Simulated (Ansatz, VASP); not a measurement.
Sb5C2 in VASP and in Ansatz

```
Sb C
1.0
     5.56128    0.00000   -0.66682
     0.00000    3.40611    0.00000
    -2.17860    0.00000    9.76208
Sb C
5 2
Direct
  0.27762 0.00000 0.60912
  0.72238 0.00000 0.39088
  0.83468 0.00000 0.81592
  0.16532 0.00000 0.18408
  0.50000 0.00000 0.00000
  0.19359 0.00000 0.79539
  0.80641 0.00000 0.20461
```

Alike in both runs: functional PBE; k mesh 4 × 8 × 4; occupations gaussian, width 0.1 eV; no spin polarisation.

Ansatz relaxed the structure, and its values are those at the end. VASP's run is a single point on that final structure, the one shown.

```csv
,VASP,Ansatz
version,VASP 6.6.1,Ansatz 0.2.0
potentials or method,"VASP PAW PBE potentials, release 64 (Sb, C), cutoff 520 eV","scalar-relativistic, plane waves, PAW"
valence electrons in the cell,33,83
```

VASP gave:

| Property | Result |
| --- | --- |
| gap on the k mesh at the Fermi level (eV) | none |
| pressure (GPa) | 0.3 |
| rms of the force components (eV/Å) | 0.051 |

**Question.** What did Ansatz give for the same quantities?

**Answer.** gap on the k mesh at the Fermi level (eV): none; pressure (GPa): 0.0; rms of the force components (eV/Å): 0.014.

A gap of «none» marks a metal or a gap that the smearing closes. The functional is the same, so the differences come from potentials, cutoffs and numerics. VASP's potentials hold 33 valence electrons a cell and Ansatz's 83, so a difference there can come from the potentials and not from the codes.

Neither program's run includes spin-orbit coupling.
